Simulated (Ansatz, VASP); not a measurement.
One calculation of SiC5, two programs

```
CELL_PARAMETERS angstrom
2.70340 0.00000 0.00000
-1.35170 2.34121 0.00000
0.00000 0.00000 6.71041
ATOMIC_POSITIONS crystal
C 0.00000 0.00000 0.97108
C 0.66667 0.33333 0.66966
C 0.33333 0.66667 0.36716
C 0.66667 0.33333 0.89606
C 0.33333 0.66667 0.59330
Si 0.00000 0.00000 0.25275
```

Alike in both runs: task single point; functional PBE; k mesh 9 × 9 × 4; no spin polarisation.

```csv
,VASP,Ansatz
version,VASP 6.6.1,Ansatz 0.2.0
potentials or method,"VASP PAW PBE potentials, release 64 (C, Si)","plane waves, PAW"
plane-wave cutoff (eV),520,420
occupations,"gaussian, width 0.01 eV",fixed
valence electrons in the cell,24,24
```

```tsv
	VASP	Ansatz	Ansatz less VASP
gap on the k mesh at the Fermi level (eV)	1.37	1.38	+0.012
pressure (GPa)	10.4	10.3	-0.14
traceless stress, the component that is largest in VASP (GPa)	0.97	0.99	+0.027
rms of the force components (eV/Å)	0.095	0.096	+0.0008
```

Atom by atom the forces differ by 0.016 eV/Å (rms over components).
